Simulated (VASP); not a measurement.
# As (R-3m) in VASP: further runs

Aim: see how the results for As move with the level of theory and the settings. Levels: PBE, r2SCAN. Tasks: single point.

Everything below comes from runs of VASP 6.6.1. Logs are shortened: lines on timing, memory, paths and dates and some standing lists are left out, and cuts for length are marked.

### 1 The cell of the first run

It takes space group R-3m (No. 166, trigonal). The conventional cell has a = 3.822 Å, b = 3.822 Å, c = 10.662 Å, α = 90.00°, β = 90.00°, γ = 120.00°. As (site symmetry 3m) has 6 As at 2.55 to 3.17 Å within 3.4 Å.

### 2 Single point, PBE

INCAR reads:

```
SYSTEM = As
  ALGO = Normal
  EDIFF = 1E-7
  ENCUT = 520
  GGA = PE
  ISIF = 2
  ISMEAR = 0
  LASPH = .TRUE.
  LCHARG = .FALSE.
  LREAL = .FALSE.
  LWAVE = .FALSE.
  NBANDS = 12
  NELM = 100
  PREC = Accurate
  SIGMA = 0.05
```

KPOINTS reads:

```
k-points
0
G
  6 6 6
  0 0 0
```

POSCAR reads:

```
As
1.0
    1.9108147978      1.1032094379      3.5541019748
   -1.9108147978      1.1032094379      3.5541019748
    0.0000000000     -2.2064188758      3.5541019748
As
2
Direct
    0.2263663050      0.2263663050      0.2263663050
    0.7736336950      0.7736336950      0.7736336950
```

Potentials or basis: VASP PAW PBE potentials, release 64 (As).

Launch:

```console
> cat potpaw_PBE.64/As/POTCAR > POTCAR
> mpirun -np 1 vasp_std > vasp.out
```

OUTCAR:

```text
SYSTEM = As
   EDIFF = 1E-7
   ENCUT = 520
   GGA = PE
   ISIF = 2
   ISMEAR = 0
   LASPH = .TRUE.
   LREAL = .FALSE.
   NELM = 100
   PREC = Accurate

 ion  position               nearest neighbor table
   1  0.226  0.226  0.226-   2 2.55   2 2.55   2 2.55
   2  0.774  0.774  0.774-   1 2.55   1 2.55   1 2.55

  LATTYP: Found a trigonal (rhomboedric) cell.
 ALAT       =     4.1832911807
 COS(alpha) =     0.5827167065

  Lattice vectors:

 A1 = (   1.9108147978,   1.1032094379,   3.5541019748)
 A2 = (  -1.9108147978,   1.1032094379,   3.5541019748)
 A3 = (   0.0000000000,  -2.2064188758,   3.5541019748)

Analysis of symmetry for initial positions (statically):
=====================================================================
 Subroutine PRICEL returns:
 Original cell was already a primitive cell.

 Routine SETGRP: Setting up the symmetry group for a
 trigonal (rhombohedral) supercell.

 Subroutine GETGRP returns: Found 12 space group operations
 (whereof 12 operations were pure point group operations)
 out of a pool of 12 trial point group operations.

The static configuration has the point symmetry D_3d.

Analysis of symmetry for dynamics (positions and initial velocities):
=====================================================================
 Subroutine PRICEL returns:
 Original cell was already a primitive cell.

 Routine SETGRP: Setting up the symmetry group for a
 trigonal (rhombohedral) supercell.

 Subroutine GETGRP returns: Found 12 space group operations
 (whereof 12 operations were pure point group operations)
 out of a pool of 12 trial point group operations.

The dynamic configuration has the point symmetry D_3d.

 Subroutine INISYM returns: Found 12 space group operations
 (whereof 12 operations are pure point group operations),
 and found     1 'primitive' translations

----------------------------------------------------------------------------------------

                                     Primitive cell

  volume of cell :      44.9529

  direct lattice vectors                    reciprocal lattice vectors
     1.910814798  1.103209438  3.554101975     0.261668478  0.151074366  0.093788343
    -1.910814798  1.103209438  3.554101975    -0.261668478  0.151074366  0.093788343
     0.000000000 -2.206418876  3.554101975     0.000000000 -0.302148732  0.093788343

  length of vectors
     4.183291181  4.183291181  4.183291181     0.316370210  0.316370210  0.316370210

  position of ions in fractional coordinates (direct lattice)
     0.226366305  0.226366305  0.226366305
     0.773633695  0.773633695  0.773633695

  ion indices of the primitive-cell ions
   primitive index   ion index
                 1           1
                 2           2

----------------------------------------------------------------------------------------

 KPOINTS: k-points

Automatic generation of k-mesh.
 Grid dimensions read from file:
 generate k-points for:    6    6    6

 Generating k-lattice:

  Cartesian coordinates                     Fractional coordinates (reciprocal lattice)
     0.043611413  0.025179061  0.015631390     0.166666667 -0.000000000 -0.000000000
    -0.043611413  0.025179061  0.015631390    -0.000000000  0.166666667 -0.000000000
     0.000000000 -0.050358122  0.015631390    -0.000000000 -0.000000000  0.166666667

  Length of vectors
     0.052728368  0.052728368  0.052728368

  Shift w.r.t. Gamma in fractional coordinates (k-lattice)
     0.000000000  0.000000000  0.000000000

 Subroutine IBZKPT returns following result:
 ===========================================

 Found     32 irreducible k-points:

 Following reciprocal coordinates:
            Coordinates               Weight
  0.000000  0.000000  0.000000      1.000000
  0.166667 -0.000000  0.000000      6.000000
  0.333333 -0.000000 -0.000000      6.000000
  0.500000 -0.000000  0.000000      3.000000
  0.166667  0.166667  0.000000      6.000000
  0.333333  0.166667  0.000000     12.000000
[... 16 lines left out ...]
  0.500000  0.500000  0.166667      6.000000
 -0.333333  0.500000  0.166667     12.000000
 [... further k-points ...]
   k-points           NKPTS =     32   k-points in BZ     NKDIM =     32   number of bands    NBANDS=     12
   number of dos      NEDOS =    301   number of ions     NIONS =      2
   total plane-waves  NPLWV =  32768
   dimension x,y,z NGX =    32 NGY =   32 NGZ =   32
   dimension x,y,z NGXF=    64 NGYF=   64 NGZF=   64
   ions per type =               2
   NGX,Y,Z   is equivalent  to a cutoff of  12.72, 12.72, 12.72 a.u.
   NGXF,Y,Z  is equivalent  to a cutoff of  25.43, 25.43, 25.43 a.u.
 SYSTEM =  As
   PREC   = accura    normal or accurate (medium, high low for compatibility)
   ISTART =      0    job   : 0-new  1-cont  2-samecut
   ICHARG =      2    charge: 1-file 2-atom 10-const
   ISPIN  =      1    spin polarized calculation?
   LNONCOLLINEAR =      F non collinear calculations
   LSORBIT =      F    spin-orbit coupling
   LASPH  =      T    aspherical Exc in radial PAW
   ENCUT  =  520.0 eV  38.22 Ry    6.18 a.u.   7.78  7.78  7.78*2*pi/ulx,y,z
   NELM   =    100;   NELMIN=  2; NELMDL= -5     # of ELM steps
   EDIFF  = 0.1E-06   stopping-criterion for ELM
   LREAL  =      F    real-space projection
   EDIFFG = 0.1E-05   stopping-criterion for IOM
   NSW    =      0    number of steps for IOM
   IBRION =     -1    ionic relax: 0-MD 1-quasi-New 2-CG
   NFREE  =      0    steps in history (QN), initial steepest desc. (CG)
   ISIF   =      2    stress and relaxation
   ISYM   =      2    0-nonsym 1-usesym 2-fastsym
   POTIM  = 0.5000    time-step for ionic-motion
   TEBEG  =    0.0;   TEEND  =   0.0 temperature during run
   PSTRESS=    0.0 pullay stress
   NELECT =      10.0000    total number of electrons
   NUPDOWN=      -1.0000    fix difference up-down
   EMIN   =  10.00;   EMAX   =-10.00  energy-range for DOS
   EFERMI =   0.00;   METHOD = LEGACY
   ISMEAR =     0;   SIGMA  =   0.05  broadening in eV -4-tet -1-fermi 0-gaus
   EFERMI_NEDOS =   21; number of points for ismear=-14 and -15
   IALGO  =     38    algorithm
   IMIX   =      4    mixing-type and parameters
     AMIX     =   0.40;   BMIX     =  1.00
     AMIX_MAG =   1.60;   BMIX_MAG =  1.00
  volume/ion in A,a.u.               =      22.48       151.68
  Fermi-wavevector in a.u.,A,eV,Ry     =   0.991948  1.874510 13.387601  0.983961
  Thomas-Fermi vector in A             =   2.123725
   LORBIT       =      0    0 simple, 1 ext, 2 COOP (PROOUT), +10 PAW based schemes
   GGA     = PE    functional components
   LHFCALC =     F    Hartree Fock is set to
   AEXX    =    0.0000 exact exchange contribution
   IVDW    =     0    specifies the selected vdW correction
   LEPSILON=     F    determine dielectric tensor
   LRPA    =     F    only Hartree local field effects (RPA)
 non-spin polarized calculation
 Gauss-broadening in eV      SIGMA  =   0.05
  energy-cutoff  :      520.00
  volume of cell :       44.95
 maximum number of plane-waves:      1224
   NGX = 15   NGY = 15   NGZ = 15

 number of electron      10.0000000 magnetization

 Free energy of the ion-electron system (eV)
  ---------------------------------------------------
  ext. energy  EPLUGINS =         0.00000000
  ---------------------------------------------------
  free energy    TOTEN  =        -9.38028628 eV

  energy without entropy =       -9.37950268  energy(sigma->0) =       -9.37989448

 E-fermi :   4.9119     XC(G=0):  -9.7846

 val. band max:        4.6794156330   @ k =   0.5000  -0.0000   0.0000
 cond. band min:       4.9119287134   @ k =   0.3333   0.1667   0.1667
 fundamental gap:      0.2325130804
 Fermi energy:         4.9119287133

 k-point     1 :       0.0000    0.0000    0.0000
  band No.  band energies     occupation
      1      -9.6776      2.00000
      2      -1.0181      2.00000
      3       2.6573      2.00000
      4       3.0401      2.00000
      5       3.0401      2.00000
      6       6.6193      0.00000
      7       7.8301      0.00000
      8       7.8301      0.00000
      9      11.8502      0.00000
     10      11.8502      0.00000
     11      12.2789      0.00000
     12      13.7049      0.00000

 k-point     2 :       0.1667   -0.0000    0.0000
  band No.  band energies     occupation
      1      -9.3237      2.00000
      2      -2.0809      2.00000
      3       2.5278      2.00000
      4       2.8087      2.00000
      5       3.1875      2.00000
      6       6.7185      0.00000
      7       7.3577      0.00000
      8       7.5198      0.00000
      9      10.7228      0.00000
     10      11.4777      0.00000
     11      11.9244      0.00000
     12      15.4501      0.00000

 k-point     3 :       0.3333   -0.0000   -0.0000
  band No.  band energies     occupation
      1      -8.2955      2.00000
      2      -4.2319      2.00000
      3       2.3022      2.00000
      4       2.4360      2.00000
      5       3.8832      2.00000
      6       5.5475      0.00000
      7       6.2473      0.00000
      8       6.7488      0.00000
      9      11.8047      0.00000
     10      12.7829      0.00000
     11      13.8648      0.00000
     12      17.0059      0.00000

 k-point     4 :       0.5000   -0.0000    0.0000
  band No.  band energies     occupation
      1      -7.0920      2.00000
      2      -5.9057      2.00000
      3       2.2812      2.00000
      4       2.3348      2.00000
      5       4.5883      2.00000
      6       4.6794      2.00000
      7       5.4479      0.00000
      8       6.3883      0.00000
      9      13.9309      0.00000
     10      14.1006      0.00000
     11      16.1521      0.00000
     12      16.3385      0.00000

 k-point     5 :       0.1667    0.1667    0.0000
  band No.  band energies     occupation
      1      -9.2510      2.00000
      2      -2.1569      2.00000
      3       1.8126      2.00000
      4       2.3791      2.00000
      5       3.9995      2.00000
      6       6.2262      0.00000
      7       7.2108      0.00000
      8       8.4828      0.00000
      9      10.7510      0.00000
     10      12.1901      0.00000
     11      12.7083      0.00000
     12      14.3815      0.00000
[... 228 lines left out ...]
      1      -6.8480      2.00000
      2      -5.4476      2.00000
      3       0.0604      2.00000
      4       0.1779      2.00000
      5       3.8312      2.00000
      6       6.0084      0.00000
      7       9.1280      0.00000
      8       9.3876      0.00000
      9      11.8142      0.00000
     10      12.5363      0.00000
     11      16.8628      0.00000
     12      17.3645      0.00000

 k-point    22 :      -0.1667    0.3333    0.1667
  band No.  band energies     occupation
      1      -7.4626      2.00000
      2      -4.7762      2.00000
      3       0.1583      2.00000
      4       1.3969      2.00000
      5       2.7511      2.00000
      6       6.5582      0.00000
      7       8.2090      0.00000
      8       8.6988      0.00000
      9      11.0132      0.00000
     10      14.6590      0.00000
     11      15.2298      0.00000
     12      16.7636      0.00000

 k-point    23 :       0.5000    0.5000    0.1667
  band No.  band energies     occupation
      1      -7.5828      2.00000
      2      -4.3251      2.00000
      3      -0.7460      2.00000
      4       1.4001      2.00000
      5       2.0454      2.00000
      6       7.2092      0.00000
      7       9.2050      0.00000
      8      10.7830      0.00000
      9      11.2579      0.00000
     10      15.7024      0.00000
     11      16.2724      0.00000
     12      16.6261      0.00000

 k-point    24 :      -0.3333    0.5000    0.1667
  band No.  band energies     occupation
      1      -6.8537      2.00000
      2      -5.0811      2.00000
      3      -0.7753      2.00000
      4       0.1726      2.00000
      5       2.8864      2.00000
      6       7.1780      0.00000
      7       8.8416      0.00000
      8      11.1804      0.00000
      9      11.4994      0.00000
     10      13.5254      0.00000
     11      16.5241      0.00000
     12      17.4944      0.00000

 [... further k-points ...]
[... 5 lines left out ...]
  --------------------------------------------------------------------------------------
  -------------------------------------------------------------------------------------
  Total        0.0773038      0.0773038      0.0566480      0.0000000      0.0000000      0.0000000
  in kB        2.7552026      2.7552026      2.0190055      0.0000000      0.0000000      0.0000000
  external PRESSURE =       2.5098035 kB  Pullay stress =       0.0000000 kB

 VOLUME and BASIS-vectors are now :
 -----------------------------------------------------------------------------
  energy-cutoff  :      520.00
  volume of cell :       44.95
      direct lattice vectors                 reciprocal lattice vectors
     1.910814798  1.103209438  3.554101975     0.261668478  0.151074366  0.093788343
    -1.910814798  1.103209438  3.554101975    -0.261668478  0.151074366  0.093788343
     0.000000000 -2.206418876  3.554101975     0.000000000 -0.302148732  0.093788343

 POSITION                                       TOTAL-FORCE (eV/Angst)
 -----------------------------------------------------------------------------------
      0.00000      0.00000      2.41359         0.000000      0.000000      0.047300
      0.00000      0.00000      8.24872         0.000000     -0.000000     -0.047300
 -----------------------------------------------------------------------------------
    total drift:                                0.000000     -0.000000      0.000000

  FREE ENERGIE OF THE ION-ELECTRON SYSTEM (eV)
  ---------------------------------------------------
  free  energy   TOTEN  =        -9.3802862762 eV

  energy  without entropy=       -9.3795026795  energy(sigma->0) =       -9.37989448
```

Wall time 11 s (1 thread of Intel Xeon Platinum 8488C (Sapphire Rapids), shared host); peak memory 0.16 GiB.

What came out:

| Item | Value |
| --- | --- |
| Free energy | -9.3803 eV |
| Pressure | 0.3 GPa |
| Largest force | 0.047 eV/Å |
| Band gap on the k mesh | zero (bands 5 and 6 overlap by 0.23 eV) |

Forces on the atoms (eV/Å):
```
As   0.000  0.000  0.047
As   0.000  0.000 -0.047
```

Levels at points of the mesh, in eV from the Fermi level:
```tsv
k point	band 3	band 4	band 5	band 6	band 7	band 8
(0.00, 0.00, 0.00)	-2.25	-1.87	-1.87	1.71	2.92	2.92
(0.50, 0.00, 0.00)	-2.63	-2.58	-0.32	-0.23	0.54	1.48
(0.50, 0.50, 0.00)	-5.66	-3.91	-3.87	1.67	5.31	6.75
(0.50, 0.50, 0.50)	-1.62	-1.62	-0.65	0.86	0.86	1.76
```

(Continued in part 2 of 2.)

The gap in the log of VASP goes by the Fermi energy; the results here count the filled bands.